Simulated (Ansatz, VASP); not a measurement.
**One calculation of EuH4, two programs**

```xyz
5
Lattice="-2.7816 2.7816 1.7450 2.7816 -2.7816 1.7450 2.7816 2.7816 -1.7450" Properties=species:S:1:pos:R:3 pbc="T T T"
Eu    0.0000    0.0000    0.0000
H     1.1126    2.2253    0.0000
H     3.3379    1.1126    0.0000
H     1.6689    0.5563    1.7450
H    -0.5563    1.6689    1.7450
```

Change from the starting cell: species swapped into the HoAu4 type (I4/m, No. 87).

Alike in both runs: task single point; functional PBE; k mesh 6 × 6 × 6; occupations gaussian, width 0.1 eV; collinear spin.

|  | VASP | Ansatz |
| --- | --- | --- |
| version | VASP 6.6.1 | Ansatz 0.2.0 |
| potentials or method | VASP PAW PBE potentials, release 64 (Eu, H), cutoff 520 eV | scalar-relativistic, plane waves, PAW |
| valence electrons in the cell | 21 | 21 |

|  | VASP | Ansatz | Ansatz less VASP |
| --- | --- | --- | --- |
| gap on the k mesh at the Fermi level (eV) | none | none | - |
| pressure (GPa) | -8.4 | -8.3 | +0.16 |
| traceless stress, the component that is largest in VASP (GPa) | 7.81 | 7.80 | -0.011 |
| rms of the force components (eV/Å) | 0.248 | 0.248 | +0.0005 |
| net moment per atom (μB) | 1.28 | 1.28 | -0.001 |
| size of the moment on the site where the two differ most (μB) | 6.24 | 6.26 | +0.027 |

Site moments also hang on the region over which each program counts them. Atom by atom the forces differ by 0.001 eV/Å (rms over components). A gap of «none» marks a metal or a gap that the smearing closes.

Neither program's run includes spin-orbit coupling.
